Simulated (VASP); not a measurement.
A run of VASP 6.6.1:

The input INCAR:

```
PREC     = Accurate       # precision mode
ENCUT    = 520            # plane-wave cutoff, eV
EDIFF    = 1E-6           # SCF threshold, eV
ISMEAR   = 1              # smearing method
SIGMA    = 0.05           # smearing width, eV
LREAL    = False          # projectors in reciprocal space
LASPH    = True           # aspherical terms in the spheres
NELM     = 150            # most SCF steps
ALGO     = Normal         # electronic algorithm
ISIF     = 2              # what is computed and relaxed
LWAVE    = False          # write WAVECAR
LCHARG   = False          # write CHGCAR
ISPIN    = 2              # spin polarisation
MAGMOM   = 0.5            # initial moments
LORBIT   = 11             # projections on sites
GGA      = RE             # functional
NBANDS   = 16             # bands
```

File KPOINTS:

```
regular mesh
0
Gamma
  8 8 8
```

POSCAR

```
Cd
1.0
    0.0041230000      2.2636280000      2.2363960000
    2.2219010000      0.0127300000      2.2277880000
    2.1929300000      2.2260500000      0.0417010000
Cd
1
Direct
    0.0124860000     -0.0262380000      0.0373000000
```

Potentials or basis: VASP PAW PBE potentials, release 64 (Cd).

Run with:

```console
$ cat potpaw_PBE.64/Cd/POTCAR > POTCAR
$ mpirun -np 1 vasp_std > vasp.out
```

Hardware: 1 thread of Intel(R) Xeon(R) 6975P-C (Granite Rapids) (shared host).

Q: Estimate the wall time of this run.

A: Run time: 49 s on 1 thread of Intel(R) Xeon(R) 6975P-C (Granite Rapids) (shared host), peak memory 0.24 GiB. Counts: scf iterations 14, k points 260.
